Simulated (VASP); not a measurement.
Set up this calculation in VASP 6.6.1, as the native input.

| Quantity | Value |
| --- | --- |
| Task | electric field gradients |
| Functional | LDA |
| Potentials or basis | VASP PAW LDA potentials, release 64 (Li_sv) |
| Cutoff | 520 eV |
| k mesh | 13 × 13 × 13 |
| Occupations | fermi-dirac, width 0.05 eV |
| Spin | no spin polarisation |
| Dipole correction | no |
| Further INCAR settings | ALGO = Normal; EDIFF = 1e-08; NBANDS = 8 |

The structure of Li lies in POSCAR:

```
Li
1.0
   -1.7615897417      1.7615897417      1.7615897417
    1.7615897417     -1.7615897417      1.7615897417
    1.7615897417      1.7615897417     -1.7615897417
Li
1
Direct
    0.0000000000      0.0000000000      0.0000000000
```

One way to write it, as run:

INCAR

```
SYSTEM = Li
PREC = Accurate
ENCUT = 520
EDIFF = 1E-8
ISMEAR = -1
SIGMA = 0.05
LREAL = .False.
LASPH = .True.
NELM = 80
ALGO = Normal
ISIF = 2
LWAVE = .False.
LCHARG = .False.
GGA = CA
LEFG = .True.
NBANDS = 8
```

KPOINTS

```
Automatic mesh
0
Gamma
  13 13 13
  0 0 0
```

Potentials or basis: VASP PAW LDA potentials, release 64 (Li_sv).

Launch:

```bash
$ cat potpaw_LDA.64/Li_sv/POTCAR > POTCAR
$ mpirun -np 1 vasp_std > vasp.out
```

Results of the run:

```
Band gap on the k mesh                  : zero (an odd number of electrons rules out a gap without spin polarisation)
Largest electric field gradient by atom : zero within the noise of the run
```

Run time: 13 s on 1 thread of Intel(R) Xeon(R) Platinum 8375C CPU @ 2.90GHz (Ice Lake) (shared host), peak memory 0.12 GiB.
